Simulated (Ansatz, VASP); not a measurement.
Two plane-wave programs on SiBi2Te5

```
CELL_PARAMETERS angstrom
4.18672 -0.00068 -0.00918
-2.09394 3.62676 -0.00063
-0.03650 -0.02394 17.28331
ATOMIC_POSITIONS crystal
Si 0.99887 0.99858 0.50000
Bi 0.33655 0.66898 0.12575
Bi 0.66476 0.33279 0.87425
Te 0.33093 0.66458 0.41352
Te 0.66681 0.33266 0.58649
Te 0.67264 0.33708 0.23315
Te 0.32883 0.66452 0.76683
Te 0.00062 0.00081 0.00000
```

Change from the starting cell: cell x1, atoms moved at random (sigma 0.1 Å) and cell strained at random (1.5 %), then relaxed without symmetry.

Alike in both runs: functional PBE; k mesh 6 × 6 × 2; occupations gaussian, width 0.2 eV; no spin polarisation.

Ansatz relaxed the structure, and its values are those at the end. VASP's run is a single point on that final structure, the one shown.

|  | VASP | Ansatz |
| --- | --- | --- |
| version | VASP 6.6.1 | Ansatz 0.2.0 |
| potentials or method | VASP PAW PBE potentials, release 64 (Si, Bi_d, Te), cutoff 520 eV | scalar-relativistic, plane waves, PAW |
| valence electrons in the cell | 64 | 114 |

|  | VASP | Ansatz | Ansatz less VASP |
| --- | --- | --- | --- |
| gap on the k mesh at the Fermi level (eV) | none | none | - |
| pressure (GPa) | 0.0 | 0.0 | +0.01 |
| rms of the force components (eV/Å) | 0.006 | 0.001 | -0.0046 |

A gap of «none» marks a metal or a gap that the smearing closes. With one functional, cell and mesh, what is left measures potentials, basis and numerics. VASP's potentials hold 64 valence electrons a cell and Ansatz's 114, so a difference there can come from the potentials and not from the codes.

Spin-orbit coupling is off throughout.
